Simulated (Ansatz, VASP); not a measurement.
## Bi in VASP and in Ansatz

Contents of INCAR:

```
SYSTEM = Bi
ALGO = Fast
EDIFF = 1E-6
ENCUT = 520
GGA = PS
ISIF = 2
ISMEAR = 0
LASPH = .True.
LCHARG = .True.
LELF = .True.
LREAL = .False.
LVHAR = .True.
LWAVE = .False.
NBANDS = 14
NELM = 80
PREC = Accurate
SIGMA = 0.15
```

The input KPOINTS:

```
k-points
0
Gamma
  18 18 18
  0 0 0
```

The input POSCAR:

```
Bi
1.0
   -2.0917312056      2.0917312056      1.7779715248
    2.0917312056     -2.0917312056      1.7779715248
    2.0917312056      2.0917312056     -1.7779715248
Bi
1
Direct
    0.0000000000      0.0000000000      0.0000000000
```

Input for Ansatz:

```yaml
crystal:
  lattice:
    - [-2.0917312056, 2.0917312056, 1.7779715248]
    - [2.0917312056, -2.0917312056, 1.7779715248]
    - [2.0917312056, 2.0917312056, -1.7779715248]
  atoms:
    - { symbol: Bi, position: [0.0, 0.0, 0.0] }
basis:
  ecutwfc: 420
kpoints:
  mp_grid: { grid: [18, 18, 18] }
hamiltonian:
  xc: pbesol
scf:
  occupations: { method: gaussian, width: 0.15 }
output:
  forces: true
  stress: true
  eigenvalues: true
```

Alike in both runs: task single point; functional PBEsol; k mesh 18 × 18 × 18; occupations gaussian, width 0.15 eV; no spin polarisation.

|  | VASP | Ansatz |
| --- | --- | --- |
| version | VASP 6.6.1 | Ansatz 0.2.0 |
| potentials or method | VASP PAW PBE potentials, release 64 (Bi_d), cutoff 520 eV | scalar-relativistic, plane waves, PAW |
| valence electrons in the cell | 15 | 15 |

|  | VASP | Ansatz | Ansatz less VASP |
| --- | --- | --- | --- |
| gap on the k mesh at the Fermi level (eV) | none | none | - |
| pressure (GPa) | -1.5 | -1.5 | +0.03 |
| traceless stress, the component that is largest in VASP (GPa) | 0.28 | 0.29 | +0.010 |

VASP's potentials were made for PBE, not for PBEsol. A gap of «none» marks a metal or a gap that the smearing closes. With one functional, cell and mesh, what is left measures potentials, basis and numerics.

Neither program's run includes spin-orbit coupling.
